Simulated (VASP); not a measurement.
Wanted: the native input for a VASP 6.6.1 run.

```yaml
Task: single point
Functional: PBE
Potentials_or_basis: VASP PAW PBE potentials, release 64 (C)
Cutoff: 520 eV
k_mesh: 9 × 9 × 8
Occupations: gaussian, width 0.1 eV
Spin: no spin polarisation
Dipole_correction: no
Further_INCAR_settings: ALGO = Normal; EDIFF = 1e-06; NBANDS = 8
```

The structure of C lies in POSCAR:

```
C
1.0
    2.3928760052      0.0000000000      0.0000000000
   -1.1964380026      2.0722914086      0.0000000000
    0.0000000000      0.0000000000      2.2358435174
C
1
Direct
    0.0000000000      0.0000000000      0.0000000000
```

One way to write it, as run:

INCAR

```
SYSTEM = C
  PREC = Accurate
  ENCUT = 520
  EDIFF = 1E-6
  ISMEAR = 0
  SIGMA = 0.1
  LREAL = .False.
  LASPH = .True.
  NELM = 60
  ALGO = Normal
  ISIF = 2
  LWAVE = .False.
  LCHARG = .True.
  GGA = PE
  LELF = .True.
  LVHAR = .True.
  NBANDS = 8
```

KPOINTS

```
regular mesh
0
Gamma
  9 9 8
  0 0 0
```

Potentials or basis: VASP PAW PBE potentials, release 64 (C).

The run is started by

```console
$ cat potpaw_PBE.64/C/POTCAR > POTCAR
$ mpirun -np 1 vasp_std > vasp.out
```

Results of the run:

| Property | Result |
| --- | --- |
| Pressure | -40.1 GPa |
| Band gap on the k mesh | zero (band 2 reaches 7.60 eV, above the bottom of band 3 at -0.26 eV) |

It took 2 s on 1 thread of Intel(R) Xeon(R) 6975P-C (Granite Rapids), with other jobs on the host, peak memory 0.11 GiB.
